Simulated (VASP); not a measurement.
# Ga3N4 (P-43m) in VASP: a series of runs

The runs below take Ga3N4 through single point, with PBE.

Program: VASP 6.6.1. These are calculated values, not measurements. Logs are shortened: lines on timing, memory, paths and dates and some standing lists are left out, and cuts for length are marked.

**1. The cell of the first run**

It takes space group P-43m (No. 215, cubic). Conventional cell: a = 4.575 Å, b = 4.575 Å, c = 4.575 Å, α = 90.00°, β = 90.00°, γ = 90.00°. Within 2.6 Å of Ga (site symmetry -42m) lie 4 N at 1.93 Å. Within 2.6 Å of N (site symmetry 3m) lie 3 Ga at 1.93 Å.

The cell was generated, and may not be a known phase.

**2. Single point, PBE**

INCAR reads:

```
PREC = Accurate ; ENCUT = 520
EDIFF = 1E-6 ; ISMEAR = 0
SIGMA = 0.1 ; LREAL = F
LASPH = T ; NELM = 60
ALGO = Normal ; ISIF = 2
LWAVE = F ; LCHARG = F
GGA = PE ; NBANDS = 38
```

KPOINTS reads:

```
Automatic mesh
0
Gamma
  4 4 4
```

POSCAR reads:

```
Ga3N4
1.0
    4.5751535238      0.0000000000      0.0000000000
    0.0000000000      4.5751535238      0.0000000000
    0.0000000000      0.0000000000      4.5751535238
Ga N
3 4
Direct
    0.0000000000      0.0000000000      0.5000000000
    0.5000000000      0.0000000000      0.0000000000
    0.0000000000      0.5000000000      0.0000000000
    0.2297478431      0.7702521569      0.2297478431
    0.7702521569      0.2297478431      0.2297478431
    0.2297478431      0.2297478431      0.7702521569
    0.7702521569      0.7702521569      0.7702521569
```

Potentials or basis: VASP PAW PBE potentials, release 64 (Ga_d, N).

The run is started by

```sh
$ cat potpaw_PBE.64/Ga_d/POTCAR potpaw_PBE.64/N/POTCAR > POTCAR
$ mpirun -np 1 vasp_std > vasp.out
```

OUTCAR:

```text
PREC = Accurate
   ENCUT = 520
   EDIFF = 1E-6
   ISMEAR = 0
   LREAL = F
   LASPH = T
   NELM = 60
   ISIF = 2
   GGA = PE

 ion  position               nearest neighbor table
   1  0.000  0.000  0.500-   4 1.93   5 1.93   6 1.93   7 1.93
   2  0.500  0.000  0.000-   4 1.93   5 1.93   6 1.93   7 1.93
   3  0.000  0.500  0.000-   4 1.93   5 1.93   6 1.93   7 1.93
   4  0.230  0.770  0.230-   1 1.93   2 1.93   3 1.93
   5  0.770  0.230  0.230-   1 1.93   2 1.93   3 1.93
   6  0.230  0.230  0.770-   1 1.93   2 1.93   3 1.93
   7  0.770  0.770  0.770-   1 1.93   2 1.93   3 1.93

  LATTYP: Found a simple cubic cell.
 ALAT       =     4.5751535238

  Lattice vectors:

 A1 = (   4.5751535238,   0.0000000000,   0.0000000000)
 A2 = (   0.0000000000,   4.5751535238,   0.0000000000)
 A3 = (   0.0000000000,   0.0000000000,   4.5751535238)

Analysis of symmetry for initial positions (statically):
=====================================================================
 Subroutine PRICEL returns:
 Original cell was already a primitive cell.

 Routine SETGRP: Setting up the symmetry group for a
 simple cubic supercell.

 Subroutine GETGRP returns: Found 24 space group operations
 (whereof 24 operations were pure point group operations)
 out of a pool of 48 trial point group operations.

The static configuration has the point symmetry T_d .

Analysis of symmetry for dynamics (positions and initial velocities):
=====================================================================
 Subroutine PRICEL returns:
 Original cell was already a primitive cell.

 Routine SETGRP: Setting up the symmetry group for a
 simple cubic supercell.

 Subroutine GETGRP returns: Found 24 space group operations
 (whereof 24 operations were pure point group operations)
 out of a pool of 48 trial point group operations.

The dynamic configuration has the point symmetry T_d .

 Subroutine INISYM returns: Found 24 space group operations
 (whereof 24 operations are pure point group operations),
 and found     1 'primitive' translations

----------------------------------------------------------------------------------------

                                     Primitive cell

  volume of cell :      95.7672

  direct lattice vectors                    reciprocal lattice vectors
     4.575153524  0.000000000  0.000000000     0.218571900  0.000000000  0.000000000
[... 85 lines left out ...]
   IBRION =     -1    ionic relax: 0-MD 1-quasi-New 2-CG
   NFREE  =      0    steps in history (QN), initial steepest desc. (CG)
   ISIF   =      2    stress and relaxation
   ISYM   =      2    0-nonsym 1-usesym 2-fastsym
   POTIM  = 0.5000    time-step for ionic-motion
   TEBEG  =    0.0;   TEEND  =   0.0 temperature during run
   PSTRESS=    0.0 pullay stress
   NELECT =      59.0000    total number of electrons
   NUPDOWN=      -1.0000    fix difference up-down
   EMIN   =  10.00;   EMAX   =-10.00  energy-range for DOS
   EFERMI =   0.00;   METHOD = LEGACY
   ISMEAR =     0;   SIGMA  =   0.10  broadening in eV -4-tet -1-fermi 0-gaus
   EFERMI_NEDOS =   21; number of points for ismear=-14 and -15
   IALGO  =     38    algorithm
   IMIX   =      4    mixing-type and parameters
     AMIX     =   0.40;   BMIX     =  1.00
     AMIX_MAG =   1.60;   BMIX_MAG =  1.00
  volume/ion in A,a.u.               =      13.68        92.32
  Fermi-wavevector in a.u.,A,eV,Ry     =   1.393007  2.632401 26.401660  1.940467
  Thomas-Fermi vector in A             =   2.516694
   LORBIT       =      0    0 simple, 1 ext, 2 COOP (PROOUT), +10 PAW based schemes
   GGA     = PE    functional components
   LHFCALC =     F    Hartree Fock is set to
   AEXX    =    0.0000 exact exchange contribution
   IVDW    =     0    specifies the selected vdW correction
   LEPSILON=     F    determine dielectric tensor
   LRPA    =     F    only Hartree local field effects (RPA)
 non-spin polarized calculation
 Gauss-broadening in eV      SIGMA  =   0.10
  energy-cutoff  :      520.00
  volume of cell :       95.77
 maximum number of plane-waves:      2612
 NGX is ok and might be reduce to    36
   NGX = 17   NGY = 17   NGZ = 17

 number of electron      59.0000041 magnetization

 Free energy of the ion-electron system (eV)
  ---------------------------------------------------
  ext. energy  EPLUGINS =         0.00000000
  ---------------------------------------------------
  free energy    TOTEN  =       -38.64876981 eV

  energy without entropy =      -38.59999347  energy(sigma->0) =      -38.62438164

 E-fermi :   2.7274     XC(G=0): -10.3029

 val. band max:        2.7263744546   @ k =   0.2500   0.2500   0.0000
 cond. band min:       2.7349649231   @ k =   0.5000   0.0000   0.0000
 fundamental gap:      0.0085904685
 Fermi energy:         2.7274484448

 k-point     1 :       0.0000    0.0000    0.0000
  band No.  band energies     occupation
      1     -12.7300      2.00000
      2     -11.9068      2.00000
      3     -11.9068      2.00000
      4     -11.9068      2.00000
      5     -10.6472      2.00000
      6     -10.6472      2.00000
[... 399 lines left out ...]
     37      11.9970      0.00000
     38      11.9970      0.00000

------------------------ aborting loop because EDIFF is reached ----------------------------------------

  FORCE on cell =-STRESS in cart. coord.  units (eV):
  Direction    XX          YY          ZZ          XY          YZ          ZX
  --------------------------------------------------------------------------------------
  -------------------------------------------------------------------------------------
  Total       -0.1692646     -0.1692646     -0.1692646      0.0000000     -0.0000000      0.0000000
  in kB       -2.8317818     -2.8317818     -2.8317818      0.0000000     -0.0000000      0.0000000
  external PRESSURE =      -2.8317818 kB  Pullay stress =       0.0000000 kB

 VOLUME and BASIS-vectors are now :
 -----------------------------------------------------------------------------
  energy-cutoff  :      520.00
  volume of cell :       95.77
      direct lattice vectors                 reciprocal lattice vectors
     4.575153524  0.000000000  0.000000000     0.218571900  0.000000000  0.000000000
     0.000000000  4.575153524  0.000000000     0.000000000  0.218571900  0.000000000
     0.000000000  0.000000000  4.575153524     0.000000000  0.000000000  0.218571900

 POSITION                                       TOTAL-FORCE (eV/Angst)
 -----------------------------------------------------------------------------------
      0.00000      0.00000      2.28758         0.000000      0.000000      0.000000
      2.28758      0.00000      0.00000         0.000000      0.000000      0.000000
      0.00000      2.28758      0.00000        -0.000000      0.000000      0.000000
      1.05113      3.52402      1.05113         0.004112     -0.004112      0.004112
      3.52402      1.05113      1.05113        -0.004112      0.004112      0.004112
      1.05113      1.05113      3.52402         0.004112      0.004112     -0.004112
      3.52402      3.52402      3.52402        -0.004112     -0.004112     -0.004112
 -----------------------------------------------------------------------------------
    total drift:                               -0.000000     -0.000000      0.000000

  FREE ENERGIE OF THE ION-ELECTRON SYSTEM (eV)
  ---------------------------------------------------
  free  energy   TOTEN  =       -38.6487698079 eV

  energy  without entropy=      -38.5999934725  energy(sigma->0) =      -38.62438164
```

OSZICAR:

```text
N       E                     dE             d eps       ncg     rms          rms(c)
DAV:   1     0.631054759401E+03    0.63105E+03   -0.28047E+04   806   0.260E+03
DAV:   2     0.625088857401E+02   -0.56855E+03   -0.53870E+03   828   0.650E+02
DAV:   3    -0.365271347359E+02   -0.99036E+02   -0.97158E+02   904   0.195E+02
DAV:   4    -0.428070518189E+02   -0.62799E+01   -0.61795E+01  1024   0.525E+01
DAV:   5    -0.429625394909E+02   -0.15549E+00   -0.15515E+00   950   0.807E+00    0.116E+01
DAV:   6    -0.385426925033E+02    0.44198E+01   -0.12509E+01  1324   0.456E+01    0.358E+00
DAV:   7    -0.386656167440E+02   -0.12292E+00   -0.24355E+00   864   0.838E+00    0.285E+00
DAV:   8    -0.386609314715E+02    0.46853E-02   -0.23940E-01  1100   0.782E+00    0.691E-01
DAV:   9    -0.386470196023E+02    0.13912E-01   -0.85226E-02  1266   0.507E+00    0.184E-01
DAV:  10    -0.386484625284E+02   -0.14429E-02   -0.10760E-02   840   0.788E-01    0.647E-02
DAV:  11    -0.386487539242E+02   -0.29140E-03   -0.67569E-04   974   0.363E-01    0.188E-02
DAV:  12    -0.386487640179E+02   -0.10094E-04   -0.15353E-04   948   0.246E-01    0.106E-02
DAV:  13    -0.386487690642E+02   -0.50463E-05   -0.40764E-05   940   0.538E-02    0.264E-03
DAV:  14    -0.386487698079E+02   -0.74364E-06   -0.37526E-06   866   0.130E-02
   1 F= -.38648770E+02 E0= -.38624382E+02  d E =-.487763E-01
```

stdout:

```text
POSCAR found type information on POSCAR GaN
 POSCAR found :  2 types and       7 ions
 scaLAPACK will be used
 LDA part: xc-table for (Slater+PW92), standard interpolation
 POSCAR, INCAR and KPOINTS ok, starting setup
 FFT: planning ... GRIDC
 FFT: planning ... GRID_SOFT
 FFT: planning ... GRID
 WAVECAR not read
 entering main loop
```

Run time: 49 s. Hardware: 1 thread of Intel Xeon 8259CL, shared host; peak memory 0.2 GiB.

Results:

```
Free energy            : -38.6488 eV
Pressure               : -0.3 GPa
Largest force          : 0.007 eV/Å
Band gap on the k mesh : zero (an odd number of electrons rules out a gap without spin polarisation)
```

Forces on the atoms (eV/Å):
```
Ga   0.000  0.000  0.000
Ga   0.000  0.000  0.000
Ga   0.000  0.000  0.000
N    0.004 -0.004  0.004
N   -0.004  0.004  0.004
N    0.004  0.004 -0.004
N   -0.004 -0.004 -0.004
```

**3. Single point, PBE**

This run uses another cell than the first one, of 15.16 Å³/atom.

INCAR reads:

```
SYSTEM = Ga3N4
  PREC = Accurate
  ENCUT = 520
  EDIFF = 1E-6
  ISMEAR = 0
  SIGMA = 0.1
  LREAL = .FALSE.
  LASPH = .TRUE.
  NELM = 80
  ALGO = Normal
  ISIF = 2
  LWAVE = .FALSE.
  LCHARG = .FALSE.
  GGA = PE
  NBANDS = 38
```

KPOINTS reads:

```
regular mesh
0
G
  4 4 4
  0 0 0
```

POSCAR reads:

```
Ga3N4
1.0
    4.7346961400      0.0000000000      0.0000000000
    0.0000000000      4.7346961400      0.0000000000
    0.0000000000      0.0000000000      4.7346961400
Ga N
3 4
Direct
    0.0000000000      0.0000000000      0.5000000000
    0.5000000000      0.0000000000      0.0000000000
    0.0000000000      0.5000000000      0.0000000000
    0.2842946100      0.7157053900      0.2842946100
    0.7157053900      0.2842946100      0.2842946100
    0.2842946100      0.2842946100      0.7157053900
    0.7157053900      0.7157053900      0.7157053900
```

Potentials or basis: VASP PAW PBE potentials, release 64 (Ga_d, N).

The run is started by

```sh
$ cat potpaw_PBE.64/Ga_d/POTCAR potpaw_PBE.64/N/POTCAR > POTCAR
$ mpirun -np 1 vasp_std > vasp.out
```

Wall time 55 s (1 thread of Intel Xeon 8259CL, shared host); peak memory 0.21 GiB.

It converged, with:

| Quantity | Value |
| --- | --- |
| Free energy | -34.7360 eV |
| Pressure | -20.6 GPa |
| Largest force | 2.783 eV/Å |
| Band gap on the k mesh | zero (an odd number of electrons rules out a gap without spin polarisation) |

Forces on the atoms (eV/Å):
```
Ga   0.000  0.000  0.000
Ga   0.000  0.000  0.000
Ga   0.000  0.000  0.000
N   -1.607  1.607 -1.607
N    1.607 -1.607 -1.607
N   -1.607 -1.607  1.607
N    1.607  1.607  1.607
```

Levels at points of the mesh, in eV from the Fermi level:
| k point | band 25 | band 26 | band 27 | band 28 | band 29 | band 30 | band 31 | band 32 | band 33 | band 34 |
| --- | --- | --- | --- | --- | --- | --- | --- | --- | --- | --- |
| (0.00, 0.00, 0.00) | -1.51 | -0.89 | -0.89 | -0.89 | 0.44 | 0.44 | 0.44 | 1.51 | 4.31 | 4.31 |
| (0.50, 0.00, 0.00) | -1.93 | -1.68 | -1.28 | -0.53 | -0.53 | -0.11 | -0.11 | 3.77 | 3.98 | 5.64 |
| (0.50, 0.50, 0.00) | -1.91 | -1.73 | -1.34 | -0.57 | 0.06 | 0.13 | 0.13 | 4.21 | 4.68 | 4.68 |
| (0.50, 0.50, 0.50) | -0.29 | -0.29 | -0.14 | -0.14 | 0.17 | 0.17 | 0.17 | 3.55 | 3.55 | 3.55 |

Caveat: the cell stands under tension; forces of over 1 eV/Å act on the atoms, so gaps and moduli don't describe the material at rest.

(Continued in part 2 of 2.)

The gap in the log of VASP goes by the Fermi energy; the results here count the filled bands.